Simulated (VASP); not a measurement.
# Al3Au (P4/mmm) in VASP: notebook

Runs on Al3Au. Level: PBEsol. Tasks: single point, relaxation of cell and atoms.

All numbers are computed with VASP 6.6.1; they aren't measurements. Logs are shortened: lines on timing, memory, paths and dates and some standing lists are left out, and cuts for length are marked.

## Step 1: The cell of the first run

It takes space group P4/mmm (No. 123, tetragonal). The conventional cell has a = 2.914 Å, b = 2.914 Å, c = 7.647 Å, α = 90.00°, β = 90.00°, γ = 90.00°. Al (site symmetry 4/mmm) has 12 Al at 2.84 to 2.91 Å within 3.7 Å. Within 3.7 Å of Al (site symmetry 4mm) lie 4 Au at 2.78 Å and 8 Al at 2.84 to 2.91 Å. Au (site symmetry 4/mmm) has 8 Al at 2.78 Å and 4 Au at 2.91 Å within 3.7 Å.

## Step 2: Single point, PBEsol

The input, INCAR:

```
SYSTEM = Al3Au
PREC = Accurate
ENCUT = 520
EDIFF = 1E-7
ISMEAR = 0
SIGMA = 0.1
LREAL = .False.
LASPH = .True.
NELM = 100
ALGO = Fast
ISIF = 2
LWAVE = .False.
LCHARG = .True.
GGA = PS
LELF = .True.
LVHAR = .True.
NBANDS = 18
```

The input, KPOINTS:

```
regular mesh
0
Gamma
  8 8 4
  0 0 0
```

The input, POSCAR:

```
Al3Au
1.0
    2.9139691848      0.0000000000      0.0000000000
    0.0000000000      2.9139691848      0.0000000000
    0.0000000000      0.0000000000      7.6468512603
Al Au
3 1
Direct
    0.0000000000      0.0000000000      0.5000000000
    0.5000000000      0.5000000000      0.2448919513
    0.5000000000      0.5000000000      0.7551080487
    0.0000000000      0.0000000000      0.0000000000
```

Potentials or basis: VASP PAW PBE potentials, release 64 (Al, Au).

Run with:

```console
$ cat potpaw_PBE.64/Al/POTCAR potpaw_PBE.64/Au/POTCAR > POTCAR
$ mpirun -np 1 vasp_std > vasp.out
```

OUTCAR:

```text
SYSTEM = Al3Au
   PREC = Accurate
   ENCUT = 520
   EDIFF = 1E-7
   ISMEAR = 0
   LREAL = .False.
   LASPH = .True.
   NELM = 100
   ISIF = 2
   GGA = PS

 ion  position               nearest neighbor table
   1  0.000  0.000  0.500-   2 2.84   3 2.84   2 2.84   3 2.84   2 2.84   3 2.84   2 2.84   3 2.84

   2  0.500  0.500  0.245-   4 2.78   4 2.78   4 2.78   4 2.78   1 2.84   1 2.84   1 2.84   1 2.84

   3  0.500  0.500  0.755-   4 2.78   4 2.78   4 2.78   4 2.78   1 2.84   1 2.84   1 2.84   1 2.84

   4  0.000  0.000  0.000-   2 2.78   3 2.78   2 2.78   3 2.78   2 2.78   3 2.78   2 2.78   3 2.78

  LATTYP: Found a simple tetragonal cell.
 ALAT       =     2.9139691848
 C/A-ratio  =     2.6242045730

  Lattice vectors:

 A1 = (   2.9139691848,   0.0000000000,   0.0000000000)
 A2 = (   0.0000000000,   2.9139691848,   0.0000000000)
 A3 = (   0.0000000000,   0.0000000000,   7.6468512603)

Analysis of symmetry for initial positions (statically):
=====================================================================
 Subroutine PRICEL returns:
 Original cell was already a primitive cell.

 Routine SETGRP: Setting up the symmetry group for a
 simple tetragonal supercell.

 Subroutine GETGRP returns: Found 16 space group operations
 (whereof 16 operations were pure point group operations)
 out of a pool of 16 trial point group operations.

The static configuration has the point symmetry D_4h.

Analysis of symmetry for dynamics (positions and initial velocities):
=====================================================================
 Subroutine PRICEL returns:
 Original cell was already a primitive cell.

 Routine SETGRP: Setting up the symmetry group for a
 simple tetragonal supercell.

 Subroutine GETGRP returns: Found 16 space group operations
 (whereof 16 operations were pure point group operations)
 out of a pool of 16 trial point group operations.

The dynamic configuration has the point symmetry D_4h.

 Subroutine INISYM returns: Found 16 space group operations
 (whereof 16 operations are pure point group operations),
 and found     1 'primitive' translations

----------------------------------------------------------------------------------------

                                     Primitive cell

  volume of cell :      64.9311

  direct lattice vectors                    reciprocal lattice vectors
     2.913969185  0.000000000  0.000000000     0.343174528  0.000000000  0.000000000
[... 86 lines left out ...]
   LSORBIT =      F    spin-orbit coupling
   LASPH  =      T    aspherical Exc in radial PAW
   ENCUT  =  520.0 eV  38.22 Ry    6.18 a.u.   5.42  5.42 14.22*2*pi/ulx,y,z
   NELM   =    100;   NELMIN=  2; NELMDL= -5     # of ELM steps
   EDIFF  = 0.1E-06   stopping-criterion for ELM
   LREAL  =      F    real-space projection
   EDIFFG = 0.1E-05   stopping-criterion for IOM
   NSW    =      0    number of steps for IOM
   IBRION =     -1    ionic relax: 0-MD 1-quasi-New 2-CG
   NFREE  =      0    steps in history (QN), initial steepest desc. (CG)
   ISIF   =      2    stress and relaxation
   ISYM   =      2    0-nonsym 1-usesym 2-fastsym
   POTIM  = 0.5000    time-step for ionic-motion
   TEBEG  =    0.0;   TEEND  =   0.0 temperature during run
   PSTRESS=    0.0 pullay stress
   NELECT =      20.0000    total number of electrons
   NUPDOWN=      -1.0000    fix difference up-down
   EMIN   =  10.00;   EMAX   =-10.00  energy-range for DOS
   EFERMI =   0.00;   METHOD = LEGACY
   ISMEAR =     0;   SIGMA  =   0.10  broadening in eV -4-tet -1-fermi 0-gaus
   EFERMI_NEDOS =   21; number of points for ismear=-14 and -15
   IALGO  =     68    algorithm
   IMIX   =      4    mixing-type and parameters
     AMIX     =   0.40;   BMIX     =  1.00
     AMIX_MAG =   1.60;   BMIX_MAG =  1.00
  volume/ion in A,a.u.               =      16.23       109.54
  Fermi-wavevector in a.u.,A,eV,Ry     =   1.105607  2.089294 16.631300  1.222366
  Thomas-Fermi vector in A             =   2.242096
   LORBIT       =      0    0 simple, 1 ext, 2 COOP (PROOUT), +10 PAW based schemes
   GGA     = PS    functional components
   LHFCALC =     F    Hartree Fock is set to
   AEXX    =    0.0000 exact exchange contribution
   IVDW    =     0    specifies the selected vdW correction
   LEPSILON=     F    determine dielectric tensor
   LRPA    =     F    only Hartree local field effects (RPA)
 non-spin polarized calculation
 RMM-DIIS sequential band-by-band and
 Gauss-broadening in eV      SIGMA  =   0.10
  energy-cutoff  :      520.00
  volume of cell :       64.93
 maximum number of plane-waves:      1780
 NGX is ok and might be reduce to    24
   NGX = 11   NGY = 11   NGZ = 29

 number of electron      19.9999999 magnetization

 Free energy of the ion-electron system (eV)
  ---------------------------------------------------
  ext. energy  EPLUGINS =         0.00000000
  ---------------------------------------------------
  free energy    TOTEN  =       -16.85052313 eV

  energy without entropy =      -16.84300623  energy(sigma->0) =      -16.84676468

 E-fermi :   8.7595     XC(G=0): -11.0320

 val. band max:        8.7374763413   @ k =   0.2500   0.0000   0.0000
 cond. band min:       8.7881550684   @ k =   0.3750   0.3750   0.2500
 fundamental gap:      0.0506787271
 Fermi energy:         8.7595250167

 k-point     1 :       0.0000    0.0000    0.0000
  band No.  band energies     occupation
      1      -2.4406      2.00000
      2      -0.0362      2.00000
      3       0.3225      2.00000
      4       1.8569      2.00000
      5       2.7739      2.00000
      6       4.0502      2.00000
[... 481 lines left out ...]
      5       3.3806      2.00000
      6       3.5381      2.00000
[... 10 lines left out ...]
     17      15.8899      0.00000
     18      16.7656      0.00000

 [... further k-points ...]
[... 5 lines left out ...]
  --------------------------------------------------------------------------------------
  -------------------------------------------------------------------------------------
  Total       -0.0337653     -0.0337653      0.0367978      0.0000000      0.0000000      0.0000000
  in kB       -0.8331605     -0.8331605      0.9079866      0.0000000      0.0000000      0.0000000
  external PRESSURE =      -0.2527781 kB  Pullay stress =       0.0000000 kB

 VOLUME and BASIS-vectors are now :
 -----------------------------------------------------------------------------
  energy-cutoff  :      520.00
  volume of cell :       64.93
      direct lattice vectors                 reciprocal lattice vectors
     2.913969185  0.000000000  0.000000000     0.343174528  0.000000000  0.000000000
     0.000000000  2.913969185  0.000000000     0.000000000  0.343174528  0.000000000
     0.000000000  0.000000000  7.646851260     0.000000000  0.000000000  0.130772780

 POSITION                                       TOTAL-FORCE (eV/Angst)
 -----------------------------------------------------------------------------------
      0.00000      0.00000      3.82343        -0.000000     -0.000000      0.000000
      1.45698      1.45698      1.87265        -0.000000      0.000000     -0.016666
      1.45698      1.45698      5.77420         0.000000      0.000000      0.016666
      0.00000      0.00000      0.00000        -0.000000     -0.000000      0.000000
 -----------------------------------------------------------------------------------
    total drift:                               -0.000000      0.000000     -0.000000

  FREE ENERGIE OF THE ION-ELECTRON SYSTEM (eV)
  ---------------------------------------------------
  free  energy   TOTEN  =       -16.8505231286 eV

  energy  without entropy=      -16.8430062299  energy(sigma->0) =      -16.84676468
```

OSZICAR:

```text
N       E                     dE             d eps       ncg     rms          rms(c)
DAV:   1     0.562520334871E+02    0.56252E+02   -0.83687E+03  1636   0.953E+02
DAV:   2    -0.166976186292E+02   -0.72950E+02   -0.67626E+02  1906   0.164E+02
DAV:   3    -0.188591915032E+02   -0.21616E+01   -0.21272E+01  2086   0.258E+01
DAV:   4    -0.188732690428E+02   -0.14078E-01   -0.14070E-01  1922   0.244E+00
DAV:   5    -0.188734168484E+02   -0.14781E-03   -0.14780E-03  2000   0.267E-01    0.102E+01
RMM:   6    -0.175148339825E+02    0.13586E+01   -0.88258E+00  1683   0.160E+01    0.112E+01
RMM:   7    -0.169320616587E+02    0.58277E+00   -0.54385E-01  1638   0.431E+00    0.496E+00
RMM:   8    -0.168662012740E+02    0.65860E-01   -0.19687E-01  1676   0.240E+00    0.928E-01
RMM:   9    -0.168516137533E+02    0.14588E-01   -0.15355E-02  1758   0.769E-01    0.243E-01
RMM:  10    -0.168505245579E+02    0.10892E-02   -0.24355E-03  1817   0.288E-01    0.115E-01
RMM:  11    -0.168505359410E+02   -0.11383E-04   -0.25911E-04  1861   0.109E-01    0.470E-02
RMM:  12    -0.168505244170E+02    0.11524E-04   -0.14144E-04  1865   0.751E-02    0.181E-02
RMM:  13    -0.168505243996E+02    0.17408E-07   -0.19681E-05  1875   0.282E-02    0.984E-03
RMM:  14    -0.168505237025E+02    0.69712E-06   -0.35242E-06  1898   0.125E-02    0.775E-03
RMM:  15    -0.168505232361E+02    0.46646E-06   -0.21469E-06  1814   0.956E-03    0.223E-03
RMM:  16    -0.168505231088E+02    0.12725E-06   -0.29235E-07  1412   0.348E-03    0.759E-04
RMM:  17    -0.168505231286E+02   -0.19750E-07   -0.56612E-08  1058   0.165E-03
   1 F= -.16850523E+02 E0= -.16846765E+02  d E =-.751690E-02
```

Run time: 21 s. Hardware: 1 thread of Intel Xeon 6975P-C (Granite Rapids), shared host; peak memory 0.2 GiB.

Results:

```yaml
Free_energy: -16.8505 eV
Pressure: 0.0 GPa
Largest_force: 0.017 eV/Å
Band_gap_on_the_k_mesh: zero (band 10 reaches 13.30 eV, above the bottom of band 11 at 7.27 eV)
```

Forces in eV/Å, atoms in the order of the input:
```
Al   0.000  0.000  0.000
Al   0.000  0.000 -0.017
Al   0.000  0.000  0.017
Au   0.000  0.000  0.000
```

Stress tensor (GPa, compression positive):
```
-0.08  0.00  0.00
 0.00 -0.08  0.00
 0.00  0.00  0.09
```

Levels at points of the mesh, in eV from the Fermi level:
| k point | band 8 | band 9 | band 10 | band 11 | band 12 | band 13 |
| --- | --- | --- | --- | --- | --- | --- |
| (0.00, 0.00, 0.00) | -3.85 | -1.46 | 1.51 | 5.36 | 5.36 | 5.74 |
| (0.50, 0.00, 0.00) | -4.22 | -3.81 | -2.28 | -1.41 | 2.94 | 4.11 |
| (0.50, 0.50, 0.00) | -1.02 | -0.62 | 0.33 | 0.33 | 0.57 | 0.67 |
| (0.00, 0.00, 0.50) | -3.85 | -3.84 | 4.54 | 5.49 | 5.86 | 5.86 |
| (0.50, 0.00, 0.50) | -4.47 | -2.37 | -0.86 | -0.68 | 0.12 | 1.77 |
| (0.50, 0.50, 0.50) | -1.77 | -1.77 | -1.25 | -1.09 | 0.82 | 1.67 |

Caveat: the PAW data sets were made with another functional, which shifts forces and pressure a little; spin-orbit coupling is left out, which moves the levels of the heavy elements.

## Step 3: Relaxation of cell and atoms, PBEsol

This run uses another cell than the first one, of 14.92 Å³/atom, 0.919 times its volume.

The input, INCAR:

```
SYSTEM = Al3Au
PREC = Accurate
ENCUT = 600
EDIFF = 1E-7
ISMEAR = 0
SIGMA = 0.1
LREAL = .FALSE.
LASPH = .TRUE.
NELM = 60
ALGO = Normal
ISIF = 3
LWAVE = .FALSE.
LCHARG = .FALSE.
GGA = PS
IBRION = 2
NSW = 80
EDIFFG = -0.05
```

The input, KPOINTS:

```
regular mesh
0
G
  8 8 4
  0 0 0
```

The input, POSCAR:

```
Al3Au
1.0
    2.7946225434      0.0000000000      0.0000000000
    0.0000000000      2.7946225434      0.0000000000
    0.0000000000      0.0000000000      7.6438195547
Al Au
3 1
Direct
    0.0000000000      0.0000000000      0.5000000000
    0.5000000000      0.5000000000      0.2206884214
    0.5000000000      0.5000000000      0.7793115786
    0.0000000000      0.0000000000      0.0000000000
```

Potentials or basis: VASP PAW PBE potentials, release 64 (Al, Au).

Run with:

```console
$ cat potpaw_PBE.64/Al/POTCAR potpaw_PBE.64/Au/POTCAR > POTCAR
$ mpirun -np 1 vasp_std > vasp.out
```

OUTCAR:

```text
SYSTEM = Al3Au
   PREC = Accurate
   ENCUT = 600
   EDIFF = 1E-7
   ISMEAR = 0
   LREAL = .FALSE.
   LASPH = .TRUE.
   NELM = 60
   ISIF = 3
   GGA = PS
   IBRION = 2
   NSW = 80
   EDIFFG = -0.05

 ion  position               nearest neighbor table
   1  0.000  0.000  0.500-   2 2.91   3 2.91   2 2.91   3 2.91   2 2.91   3 2.91   2 2.91   3 2.91

   2  0.500  0.500  0.221-   4 2.60   4 2.60   4 2.60   4 2.60   1 2.91   1 2.91   1 2.91   1 2.91

   3  0.500  0.500  0.779-   4 2.60   4 2.60   4 2.60   4 2.60   1 2.91   1 2.91   1 2.91   1 2.91

   4  0.000  0.000  0.000-   2 2.60   3 2.60   2 2.60   3 2.60   2 2.60   3 2.60   2 2.60   3 2.60

  LATTYP: Found a simple tetragonal cell.
 ALAT       =     2.7946225434
 C/A-ratio  =     2.7351885401

  Lattice vectors:

 A1 = (   2.7946225434,   0.0000000000,   0.0000000000)
 A2 = (   0.0000000000,   2.7946225434,   0.0000000000)
 A3 = (   0.0000000000,   0.0000000000,   7.6438195547)

Analysis of symmetry for initial positions (statically):
=====================================================================
 Subroutine PRICEL returns:
 Original cell was already a primitive cell.

 Routine SETGRP: Setting up the symmetry group for a
 simple tetragonal supercell.

 Subroutine GETGRP returns: Found 16 space group operations
 (whereof 16 operations were pure point group operations)
 out of a pool of 16 trial point group operations.

[... 179 lines left out ...]
      1      -2.4694      2.00000
      2       0.3773      2.00000
      3       0.8935      2.00000
      4       1.6621      2.00000
      5       2.9746      2.00000
      6       4.3885      2.00000
      7       4.3885      2.00000
      8       5.4517      2.00000
      9       7.8572      2.00000
     10      10.8862      0.00000
     11      16.1635      0.00000
     12      16.1635      0.00000
     13      16.5058      0.00000
     14      16.8686      0.00000
[... 498 lines left out ...]
  FREE ENERGIE OF THE ION-ELECTRON SYSTEM (eV)
  ---------------------------------------------------
  free  energy   TOTEN  =       -16.7227697360 eV

  energy  without entropy=      -16.7095122683  energy(sigma->0) =      -16.71614100

[... ionic steps 4 to 9 ...]

--------------------------------------- Ionic step       10  -------------------------------------------

 number of electron      19.9999999 magnetization

------------------------ aborting loop because EDIFF is reached ----------------------------------------
[... 71 lines left out ...]
--------------------------------------- Ionic step       12  -------------------------------------------

 number of electron      20.0000000 magnetization

 Free energy of the ion-electron system (eV)
  ---------------------------------------------------
  ext. energy  EPLUGINS =         0.00000000
  ---------------------------------------------------
  free energy    TOTEN  =       -16.84952507 eV

  energy without entropy =      -16.84148108  energy(sigma->0) =      -16.84550307

 E-fermi :   8.7876     XC(G=0): -11.0394

 val. band max:        8.7861189365   @ k =   0.2500   0.0000   0.0000
 cond. band min:       8.8024715586   @ k =   0.3750   0.3750   0.2500
 fundamental gap:      0.0163526221
 Fermi energy:         8.7876046653

 k-point     1 :       0.0000    0.0000    0.0000
  band No.  band energies     occupation
      1      -2.4326      2.00000
      2      -0.0189      2.00000
      3       0.3453      2.00000
      4       1.8753      2.00000
      5       2.7999      2.00000
      6       4.0626      2.00000
      7       4.0626      2.00000
      8       4.9184      2.00000
      9       7.3576      2.00000
     10      10.3394      0.00000
     11      14.1057      0.00000
     12      14.1057      0.00000
     13      14.5000      0.00000
     14      15.7673      0.00000
[... 422 lines left out ...]
  FREE ENERGIE OF THE ION-ELECTRON SYSTEM (eV)
  ---------------------------------------------------
  free  energy   TOTEN  =       -16.8495250701 eV

  energy  without entropy=      -16.8414810767  energy(sigma->0) =      -16.84550307

 reached required accuracy - stopping structural energy minimisation
```

CONTCAR:

```text
Al3Au
   1.00000000000000
     2.9152858365266758   -0.0000000000000000    0.0000000000000000
    -0.0000000000000000    2.9152858365266758    0.0000000000000000
     0.0000000000000000   -0.0000000000000000    7.6266415098910567
  Al              Au
     3     1
Direct
     0.0000000000000000    0.0000000000000000    0.5000000000000000
     0.5000000000000000    0.5000000000000000    0.2449909056277385
     0.5000000000000000    0.5000000000000000    0.7550090943722615
     0.0000000000000000    0.0000000000000000    0.0000000000000000

  0.00000000E+00  0.00000000E+00  0.00000000E+00
  0.00000000E+00  0.00000000E+00  0.00000000E+00
  0.00000000E+00  0.00000000E+00  0.00000000E+00
  0.00000000E+00  0.00000000E+00  0.00000000E+00
```

It took 1.9 min on 1 thread of Intel Xeon 6975P-C (Granite Rapids), shared host; peak memory 0.23 GiB.

What came out:

* Free energy: -16.8495 eV
* Relaxed volume: 16.20 Å³/atom
* Relaxed cell: a = 2.915 Å, b = 2.915 Å, c = 7.627 Å, α = 90.00°, β = 90.00°, γ = 90.00°
* Space group after relaxing (to 0.05 Å): P4/mmm (No. 123)
* Energy gained by relaxing: 142.8 meV/atom
* Ionic steps: 12
* Pressure after relaxing: 0.2 GPa
* Largest force after relaxing: 0.023 eV/Å
* Band gap on the k mesh: zero (band 10 reaches 13.38 eV, above the bottom of band 11 at 7.31 eV)

Forces on the atoms (eV/Å):
```
Al   0.000  0.000  0.000
Al   0.000  0.000 -0.023
Al   0.000  0.000  0.023
Au   0.000  0.000  0.000
```

Step by step:
| step | energy change (eV) | largest force (eV/Å) | pressure (GPa) | volume (Å³) |
| --- | --- | --- | --- | --- |
| 1 | 0.0000 | 1.7626 | 17.15 | 59.70 |
| 2 | -0.2178 | 0.0344 | -9.51 | 74.58 |
| 3 | -0.4443 | 0.5773 | -1.34 | 67.55 |
| 4 | -0.4984 | 0.5323 | -1.04 | 66.89 |
| 5 | -0.5476 | 0.0363 | 0.67 | 64.83 |
| 6 | -0.5542 | 0.2497 | 0.00 | 65.48 |
| 7 | -0.5550 | 0.2097 | 0.14 | 65.33 |
| 8 | -0.5654 | 0.0872 | -0.27 | 65.35 |
| 9 | -0.5692 | 0.0225 | -0.61 | 65.37 |
| 10 | -0.5694 | 0.0472 | -0.68 | 65.37 |
| 11 | -0.5695 | 0.0025 | 1.03 | 64.30 |
| 12 | -0.5711 | 0.0227 | 0.17 | 64.82 |

Final structure:
```
Al Au
1.0
     2.91529    0.00000    0.00000
     0.00000    2.91529    0.00000
     0.00000    0.00000    7.62664
Al Au
3 1
Cartesian
  0.0000 0.0000 3.8133
  1.4576 1.4576 1.8685
  1.4576 1.4576 5.7582
  0.0000 0.0000 0.0000
```

Caveat: the PAW data sets were made with another functional, which shifts forces and pressure a little; spin-orbit coupling is left out, which moves the levels of the heavy elements; the relaxation stopped at a loose force limit of 0.05 eV/Å, so its end isn't a converged minimum.
